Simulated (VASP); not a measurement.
# PtSeS4 (F-43m) in VASP: further runs

PtSeS4 is run at these levels: PBE; tasks: single point, relaxation of cell and atoms.

All numbers are computed with VASP 6.6.1; they aren't measurements. Logs are shortened: lines on timing, memory, paths and dates and some standing lists are left out, and cuts for length are marked.

**1. The cell of the first run**

It takes space group F-43m (No. 216, cubic). Conventional cell: a = 7.514 Å, b = 7.514 Å, c = 7.514 Å, α = 90.00°, β = 90.00°, γ = 90.00°. Pt (site symmetry -43m) has 12 S at 3.09 Å and 4 Se at 3.25 Å within 4.1 Å. Within 4.1 Å of Se (site symmetry -43m) lie 12 S at 3.15 Å and 4 Pt at 3.25 Å. Within 3.2 Å of S (site symmetry 3m) lie 6 S at 2.37 to 2.95 Å and 3 Pt at 3.09 Å and 3 Se at 3.15 Å.

The cell was generated, and may not be a known phase.

**2. Single point, PBE**

Input file INCAR:

```
SYSTEM = PtSeS4
ALGO = Normal
EDIFF = 1E-6
ENCUT = 520
GGA = PE
ISIF = 2
ISMEAR = 0
LASPH = .TRUE.
LCHARG = .FALSE.
LREAL = .FALSE.
LWAVE = .FALSE.
NBANDS = 29
NELM = 80
PREC = Accurate
SIGMA = 0.1
```

Input file KPOINTS:

```
k-points
0
G
  4 4 4
  0 0 0
```

Input file POSCAR:

```
PtSeS4
1.0
    0.0000000000      3.7568413658      3.7568413658
    3.7568413658      0.0000000000      3.7568413658
    3.7568413658      3.7568413658      0.0000000000
Pt Se S
1 1 4
Direct
    0.0000000000      0.0000000000      0.0000000000
    0.7500000000      0.7500000000      0.7500000000
    0.9159643347      0.3613452218      0.3613452218
    0.3613452218      0.3613452218      0.3613452218
    0.3613452218      0.9159643347      0.3613452218
    0.3613452218      0.3613452218      0.9159643347
```

Potentials or basis: VASP PAW PBE potentials, release 64 (Pt, Se, S).

Run with:

```console
$ cat potpaw_PBE.64/Pt/POTCAR potpaw_PBE.64/Se/POTCAR potpaw_PBE.64/S/POTCAR > POTCAR
$ mpirun -np 1 vasp_std > vasp.out
```

OUTCAR:

```text
SYSTEM = PtSeS4
   EDIFF = 1E-6
   ENCUT = 520
   GGA = PE
   ISIF = 2
   ISMEAR = 0
   LASPH = .TRUE.
   LREAL = .FALSE.
   NELM = 80
   PREC = Accurate

 ion  position               nearest neighbor table
   1  0.000  0.000  0.000-   3 3.09   5 3.09   6 3.09   6 3.09   5 3.09   3 3.09   4 3.09   4 3.09
                             4 3.09   3 3.09   5 3.09   6 3.09
   2  0.750  0.750  0.750-
   3  0.916  0.361  0.361-   4 2.37   5 2.37   6 2.37   1 3.09   1 3.09   1 3.09
   4  0.361  0.361  0.361-   3 2.37   5 2.37   6 2.37   1 3.09   1 3.09   1 3.09
   5  0.361  0.916  0.361-   3 2.37   4 2.37   6 2.37   1 3.09   1 3.09   1 3.09
   6  0.361  0.361  0.916-   3 2.37   4 2.37   5 2.37   1 3.09   1 3.09   1 3.09

  LATTYP: Found a face centered cubic cell.
 ALAT       =     7.5136827316

  Lattice vectors:

 A1 = (   0.0000000000,   3.7568413658,   3.7568413658)
 A2 = (   3.7568413658,   0.0000000000,   3.7568413658)
 A3 = (   3.7568413658,   3.7568413658,   0.0000000000)

Analysis of symmetry for initial positions (statically):
=====================================================================
 Subroutine PRICEL returns:
 Original cell was already a primitive cell.

 Routine SETGRP: Setting up the symmetry group for a
 face centered cubic supercell.

 Subroutine GETGRP returns: Found 24 space group operations
 (whereof 24 operations were pure point group operations)
 out of a pool of 48 trial point group operations.

The static configuration has the point symmetry T_d .

Analysis of symmetry for dynamics (positions and initial velocities):
=====================================================================
 Subroutine PRICEL returns:
 Original cell was already a primitive cell.

 Routine SETGRP: Setting up the symmetry group for a
 face centered cubic supercell.

 Subroutine GETGRP returns: Found 24 space group operations
 (whereof 24 operations were pure point group operations)
 out of a pool of 48 trial point group operations.

The dynamic configuration has the point symmetry T_d .

 Subroutine INISYM returns: Found 24 space group operations
 (whereof 24 operations are pure point group operations),
 and found     1 'primitive' translations

----------------------------------------------------------------------------------------

                                     Primitive cell

  volume of cell :     106.0470

  direct lattice vectors                    reciprocal lattice vectors
     0.000000000  3.756841366  3.756841366    -0.133090528  0.133090528  0.133090528
     3.756841366  0.000000000  3.756841366     0.133090528 -0.133090528  0.133090528
     3.756841366  3.756841366  0.000000000     0.133090528  0.133090528 -0.133090528

  length of vectors
     5.312976011  5.312976011  5.312976011     0.230519556  0.230519556  0.230519556

  position of ions in fractional coordinates (direct lattice)
     0.000000000  0.000000000  0.000000000
     0.750000000  0.750000000  0.750000000
     0.915964335  0.361345222  0.361345222
     0.361345222  0.361345222  0.361345222
     0.361345222  0.915964335  0.361345222
     0.361345222  0.361345222  0.915964335

  ion indices of the primitive-cell ions
   primitive index   ion index
                 1           1
                 2           2
                 3           3
                 4           4
                 5           5
                 6           6

----------------------------------------------------------------------------------------

 KPOINTS: k-points

Automatic generation of k-mesh.
 Grid dimensions read from file:
 generate k-points for:    4    4    4

 Generating k-lattice:

  Cartesian coordinates                     Fractional coordinates (reciprocal lattice)
    -0.033272632  0.033272632  0.033272632     0.250000000  0.000000000  0.000000000
     0.033272632 -0.033272632  0.033272632     0.000000000  0.250000000  0.000000000
     0.033272632  0.033272632 -0.033272632     0.000000000  0.000000000  0.250000000

  Length of vectors
     0.057629889  0.057629889  0.057629889

  Shift w.r.t. Gamma in fractional coordinates (k-lattice)
     0.000000000  0.000000000  0.000000000

 Subroutine IBZKPT returns following result:
 ===========================================

 Found      8 irreducible k-points:

 Following reciprocal coordinates:
            Coordinates               Weight
  0.000000  0.000000  0.000000      1.000000
  0.250000  0.000000  0.000000      8.000000
  0.500000  0.000000  0.000000      4.000000
  0.250000  0.250000  0.000000      6.000000
  0.500000  0.250000  0.000000     24.000000
 -0.250000  0.250000  0.000000     12.000000
  0.500000  0.500000  0.000000      3.000000
 -0.250000  0.500000  0.250000      6.000000
   k-points           NKPTS =      8   k-points in BZ     NKDIM =      8   number of bands    NBANDS=     29
   number of dos      NEDOS =    301   number of ions     NIONS =      6
   total plane-waves  NPLWV =  64000
   dimension x,y,z NGX =    40 NGY =   40 NGZ =   40
   dimension x,y,z NGXF=    80 NGYF=   80 NGZF=   80
   ions per type =               1   1   4
   NGX,Y,Z   is equivalent  to a cutoff of  12.52, 12.52, 12.52 a.u.
   NGXF,Y,Z  is equivalent  to a cutoff of  25.03, 25.03, 25.03 a.u.
 SYSTEM =  PtSeS4
   PREC   = accura    normal or accurate (medium, high low for compatibility)
   ISTART =      0    job   : 0-new  1-cont  2-samecut
   ICHARG =      2    charge: 1-file 2-atom 10-const
   ISPIN  =      1    spin polarized calculation?
   LNONCOLLINEAR =      F non collinear calculations
   LSORBIT =      F    spin-orbit coupling
   LASPH  =      T    aspherical Exc in radial PAW
   ENCUT  =  520.0 eV  38.22 Ry    6.18 a.u.   9.88  9.88  9.88*2*pi/ulx,y,z
   NELM   =     80;   NELMIN=  2; NELMDL= -5     # of ELM steps
   EDIFF  = 0.1E-05   stopping-criterion for ELM
   LREAL  =      F    real-space projection
   EDIFFG = 0.1E-04   stopping-criterion for IOM
   NSW    =      0    number of steps for IOM
   IBRION =     -1    ionic relax: 0-MD 1-quasi-New 2-CG
   NFREE  =      0    steps in history (QN), initial steepest desc. (CG)
   ISIF   =      2    stress and relaxation
   ISYM   =      2    0-nonsym 1-usesym 2-fastsym
   POTIM  = 0.5000    time-step for ionic-motion
   TEBEG  =    0.0;   TEEND  =   0.0 temperature during run
   PSTRESS=    0.0 pullay stress
   NELECT =      40.0000    total number of electrons
   NUPDOWN=      -1.0000    fix difference up-down
   EMIN   =  10.00;   EMAX   =-10.00  energy-range for DOS
   EFERMI =   0.00;   METHOD = LEGACY
   ISMEAR =     0;   SIGMA  =   0.10  broadening in eV -4-tet -1-fermi 0-gaus
   EFERMI_NEDOS =   21; number of points for ismear=-14 and -15
   IALGO  =     38    algorithm
   IMIX   =      4    mixing-type and parameters
     AMIX     =   0.40;   BMIX     =  1.00
     AMIX_MAG =   1.60;   BMIX_MAG =  1.00
  volume/ion in A,a.u.               =      17.67       119.27
  Fermi-wavevector in a.u.,A,eV,Ry     =   1.182847  2.235257 19.036285  1.399127
  Thomas-Fermi vector in A             =   2.319093
   LORBIT       =      0    0 simple, 1 ext, 2 COOP (PROOUT), +10 PAW based schemes
   GGA     = PE    functional components
   LHFCALC =     F    Hartree Fock is set to
   AEXX    =    0.0000 exact exchange contribution
   IVDW    =     0    specifies the selected vdW correction
   LEPSILON=     F    determine dielectric tensor
   LRPA    =     F    only Hartree local field effects (RPA)
 non-spin polarized calculation
 Gauss-broadening in eV      SIGMA  =   0.10
  energy-cutoff  :      520.00
  volume of cell :      106.05
 maximum number of plane-waves:      2884
   NGX = 19   NGY = 19   NGZ = 19

 number of electron      40.0000005 magnetization

 Free energy of the ion-electron system (eV)
  ---------------------------------------------------
  ext. energy  EPLUGINS =         0.00000000
  ---------------------------------------------------
  free energy    TOTEN  =       -18.57399317 eV

  energy without entropy =      -18.53505513  energy(sigma->0) =      -18.55452415

 E-fermi :   7.0609     XC(G=0): -10.9975

 val. band max:        7.0518132156   @ k =   0.5000   0.2500   0.0000
 cond. band min:       7.0858741522   @ k =   0.2500   0.0000   0.0000
 fundamental gap:      0.0340609367
 Fermi energy:         7.0609354179

 k-point     1 :       0.0000    0.0000    0.0000
  band No.  band energies     occupation
      1     -10.6510      2.00000
      2      -5.3837      2.00000
      3      -5.2757      2.00000
      4      -5.2757      2.00000
      5      -5.2757      2.00000
      6      -1.3095      2.00000
[... 21 lines left out ...]
     28      14.0356      0.00000
     29      14.0356      0.00000

 k-point     2 :       0.2500    0.0000    0.0000
  band No.  band energies     occupation
      1     -10.4481      2.00000
      2      -6.4564      2.00000
      3      -5.3372      2.00000
      4      -5.3372      2.00000
      5      -4.9056      2.00000
      6      -0.9026      2.00000
[... 21 lines left out ...]
     28      13.6230      0.00000
     29      13.6230      0.00000

 k-point     3 :       0.5000    0.0000    0.0000
  band No.  band energies     occupation
      1     -10.1943      2.00000
      2      -7.1414      2.00000
      3      -5.3958      2.00000
      4      -5.3958      2.00000
      5      -4.8914      2.00000
      6      -0.7155      2.00000
[... 21 lines left out ...]
     28      13.3233      0.00000
     29      13.3233      0.00000

 k-point     4 :       0.2500    0.2500    0.0000
  band No.  band energies     occupation
      1     -10.3824      2.00000
      2      -6.4436      2.00000
      3      -5.4267      2.00000
      4      -5.4267      2.00000
      5      -5.1556      2.00000
      6      -0.4210      2.00000
[... 21 lines left out ...]
     28      13.3887      0.00000
     29      13.3887      0.00000

 k-point     5 :       0.5000    0.2500    0.0000
  band No.  band energies     occupation
      1     -10.1294      2.00000
      2      -6.9519      2.00000
      3      -5.9153      2.00000
      4      -5.4820      2.00000
      5      -4.9447      2.00000
      6      -0.0171      2.00000
[... 21 lines left out ...]
     28      13.4114      0.00000
     29      13.9406      0.00000

 k-point     6 :      -0.2500    0.2500    0.0000
  band No.  band energies     occupation
      1     -10.2124      2.00000
      2      -6.8603      2.00000
      3      -5.8876      2.00000
      4      -5.3967      2.00000
      5      -4.7806      2.00000
      6      -0.3310      2.00000
[... 21 lines left out ...]
     28      13.3139      0.00000
     29      13.6839      0.00000

 k-point     7 :       0.5000    0.5000    0.0000
  band No.  band energies     occupation
      1     -10.0537      2.00000
      2      -6.9575      2.00000
      3      -5.6503      2.00000
      4      -5.5625      2.00000
      5      -5.5625      2.00000
      6      -0.0017      2.00000
[... 21 lines left out ...]
     28      12.9938      0.00000
     29      12.9938      0.00000

 k-point     8 :      -0.2500    0.5000    0.2500
  band No.  band energies     occupation
      1     -10.0426      2.00000
      2      -6.9181      2.00000
      3      -6.2100      2.00000
      4      -5.6442      2.00000
      5      -4.8515      2.00000
      6       0.6789      2.00000
[... 21 lines left out ...]
     28      14.2528      0.00000
     29      14.7482      0.00000

------------------------ aborting loop because EDIFF is reached ----------------------------------------

  FORCE on cell =-STRESS in cart. coord.  units (eV):
  Direction    XX          YY          ZZ          XY          YZ          ZX
  --------------------------------------------------------------------------------------
  -------------------------------------------------------------------------------------
  Total       -0.1155646     -0.1155646     -0.1155646     -0.0000000     -0.0000000      0.0000000
  in kB       -1.7459700     -1.7459700     -1.7459700     -0.0000000     -0.0000000      0.0000000
  external PRESSURE =      -1.7459700 kB  Pullay stress =       0.0000000 kB

 VOLUME and BASIS-vectors are now :
 -----------------------------------------------------------------------------
  energy-cutoff  :      520.00
  volume of cell :      106.05
      direct lattice vectors                 reciprocal lattice vectors
     0.000000000  3.756841366  3.756841366    -0.133090528  0.133090528  0.133090528
     3.756841366  0.000000000  3.756841366     0.133090528 -0.133090528  0.133090528
     3.756841366  3.756841366  0.000000000     0.133090528  0.133090528 -0.133090528

 POSITION                                       TOTAL-FORCE (eV/Angst)
 -----------------------------------------------------------------------------------
      0.00000      0.00000      0.00000         0.000000      0.000000      0.000000
      5.63526      5.63526      5.63526         0.000000      0.000000      0.000000
      2.71503      4.79865      4.79865        -0.038205      0.038205      0.038205
      2.71503      2.71503      2.71503        -0.038205     -0.038205     -0.038205
      4.79865      2.71503      4.79865         0.038205     -0.038205      0.038205
      4.79865      4.79865      2.71503         0.038205      0.038205     -0.038205
 -----------------------------------------------------------------------------------
    total drift:                               -0.000000     -0.000000     -0.000000

  FREE ENERGIE OF THE ION-ELECTRON SYSTEM (eV)
  ---------------------------------------------------
  free  energy   TOTEN  =       -18.5739931706 eV

  energy  without entropy=      -18.5350551252  energy(sigma->0) =      -18.55452415
```

Wall time 19 s (1 thread of Intel Xeon 6975P-C (Granite Rapids), shared host); peak memory 0.24 GiB.

Results:

```
Free energy            : -18.5740 eV
Pressure               : -0.2 GPa
Largest force          : 0.066 eV/Å
Band gap on the k mesh : zero (bands 20 and 21 overlap by 0.23 eV)
```

Forces on the atoms (eV/Å):
```
Pt   0.000  0.000  0.000
Se   0.000  0.000  0.000
S   -0.038  0.038  0.038
S   -0.038 -0.038 -0.038
S    0.038 -0.038  0.038
S    0.038  0.038 -0.038
```

Levels at points of the mesh, in eV from the Fermi level:
```tsv
k point	band 18	band 19	band 20	band 21	band 22	band 23
(0.00, 0.00, 0.00)	-0.85	-0.85	-0.71	1.09	1.09	1.09
(0.50, 0.00, 0.00)	-0.95	-0.95	-0.70	0.19	0.19	1.15
(0.50, 0.50, 0.00)	-1.53	-1.33	0.22	0.37	0.52	0.52
```

Caveat: the k points lie up to 0.36 Å⁻¹ apart; spin-orbit coupling is left out, which moves the levels of the heavy elements.

**3. Single point, PBE**

This run uses another cell than the first one, of 22.24 Å³/atom.

Input file INCAR:

```
PREC = Accurate
ENCUT = 520
EDIFF = 1E-6
ISMEAR = 0
SIGMA = 0.1
LREAL = F
LASPH = T
NELM = 60
ALGO = Normal
ISIF = 2
LWAVE = F
LCHARG = T
GGA = PE
LELF = T
LVHAR = T
NBANDS = 29
```

Input file KPOINTS:

```
Automatic mesh
0
Gamma
  4 4 4
```

Input file POSCAR:

```
PtSeS4
1.0
    0.0000000000      4.0556799400      4.0556799400
    4.0556799400      0.0000000000      4.0556799400
    4.0556799400      4.0556799400      0.0000000000
Pt Se S
1 1 4
Direct
    0.0000000000      0.0000000000      0.0000000000
    0.7500000000      0.7500000000      0.7500000000
    0.8769740200      0.3743419900      0.3743419900
    0.3743419900      0.3743419900      0.3743419900
    0.3743419900      0.8769740200      0.3743419900
    0.3743419900      0.3743419900      0.8769740200
```

Potentials or basis: VASP PAW PBE potentials, release 64 (Pt, Se, S).

Run with:

```console
$ cat potpaw_PBE.64/Pt/POTCAR potpaw_PBE.64/Se/POTCAR potpaw_PBE.64/S/POTCAR > POTCAR
$ mpirun -np 1 vasp_std > vasp.out
```

Wall time 35 s (1 thread of Intel Xeon 6975P-C (Granite Rapids), shared host); peak memory 0.32 GiB.

Results (log left out):

```
Free energy            : -16.8707 eV
Pressure               : -11.5 GPa
Largest force          : 0.290 eV/Å
Band gap on the k mesh : zero (bands 20 and 21 overlap by 0.12 eV)
```

Forces in eV/Å, atoms in the order of the input:
```
Pt   0.000  0.000  0.000
Se   0.000  0.000  0.000
S   -0.167  0.167  0.167
S   -0.167 -0.167 -0.167
S    0.167 -0.167  0.167
S    0.167  0.167 -0.167
```

Levels at points of the mesh, in eV from the Fermi level:
```csv
k point,band 18,band 19,band 20,band 21,band 22,band 23
"(0.00, 0.00, 0.00)",-0.40,-0.40,-0.09,0.75,0.75,0.75
"(0.50, 0.00, 0.00)",-0.85,-0.45,-0.45,0.27,0.27,0.78
"(0.50, 0.50, 0.00)",-1.11,-0.82,-0.08,-0.03,0.47,0.47
```

Caveat: the cell stands under tension; spin-orbit coupling is left out, which moves the levels of the heavy elements.

(Continued in part 2 of 2.)

The gap in the log of VASP goes by the Fermi energy; the results here count the filled bands.